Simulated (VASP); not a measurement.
Crystal: SnO.

```
CELL_PARAMETERS angstrom
3.35500 0.00000 0.00000
0.00000 5.67410 0.00000
0.00000 0.00000 4.22197
ATOMIC_POSITIONS crystal
Sn 0.00000 0.23191 0.51314
Sn 0.50000 0.76809 0.01314
O 0.00000 0.89125 0.73686
O 0.50000 0.10875 0.23686
```

Base run:

```yaml
Program: VASP 6.6.1
Functional: PBEsol
Potentials_or_basis: VASP PAW PBE potentials, release 64 (Sn_d, O)
Cutoff: 520 eV
k_mesh: 8 × 6 × 8
Occupations: gaussian, width 0.01 eV
Spin: no spin polarisation
```

Its results: band gap on the k mesh 1.33 eV, indirect (least direct gap 1.97 eV); pressure -2.9 GPa; largest force 0.349 eV/Å.

Task: The run is repeated on the same cell with these changes: k mesh from 8 × 6 × 8 to 4 × 2 × 4. What comes out?

Result: Band gap on the k mesh 1.83 eV, indirect (least direct gap 2.53 eV); pressure -3.0 GPa; largest force 0.343 eV/Å.

Caveats: some runs use coarse meshes; the PAW data sets were made with another functional, which shifts forces and pressure a little; spin-orbit coupling is left out, which moves the levels of the heavy elements.

A k mesh can miss the band edges.
